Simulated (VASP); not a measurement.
Write the native input for VASP 6.6.1 that does the following.

```yaml
Task: single point
Functional: LDA
Potentials_or_basis: VASP PAW LDA potentials, release 64 (Al, Ga_d, N)
Cutoff: 520 eV
k_mesh: 8 × 8 × 6
Occupations: gaussian, width 0.05 eV
Spin: no spin polarisation
Dipole_correction: no
Further_INCAR_settings: ALGO = Normal; EDIFF = 1e-06; NBANDS = 21
```

The structure of AlGaN2 lies in POSCAR:

```
AlGaN2
1.0
    3.1408770487      0.0000000000      0.0000000000
    0.0000000000      3.1408770487      0.0000000000
    0.0000000000      0.0000000000      4.4238379400
Al Ga N
1 1 2
Direct
    0.5000000000      0.5000000000      0.5000000000
    0.0000000000      0.0000000000      0.0000000000
    0.5000000000      0.0000000000      0.7314833681
    0.0000000000      0.5000000000      0.2685166319
```

This cell differs from its parent crystal: mode 12 (682.2 1/cm) frozen in, largest displacement -0.030 Å.

One way to write it, as run:

INCAR

```
PREC = Accurate
ENCUT = 520
EDIFF = 1E-6
ISMEAR = 0
SIGMA = 0.05
LREAL = F
LASPH = T
NELM = 100
ALGO = Normal
ISIF = 2
LWAVE = F
LCHARG = F
NBANDS = 21
```

KPOINTS

```
Automatic mesh
0
Gamma
  8 8 6
```

Potentials or basis: VASP PAW LDA potentials, release 64 (Al, Ga_d, N).

The run is started by

```sh
$ cat potpaw_LDA.64/Al/POTCAR potpaw_LDA.64/Ga_d/POTCAR potpaw_LDA.64/N/POTCAR > POTCAR
$ mpirun -np 1 vasp_std > vasp.out
```

It gave:

```json
{
 "Pressure": "-4.0 GPa",
 "Largest force": "0.891 eV/Å",
 "Band gap on the k mesh": "2.82 eV, direct"
}
```

Caveat: the cell differs from its parent crystal (mode 12 (682.2 1/cm) frozen in, largest displacement -0.030 Å).

Wall time 14 s on 1 thread of Intel(R) Xeon(R) 6975P-C (Granite Rapids), on a shared host, peak memory 0.17 GiB.
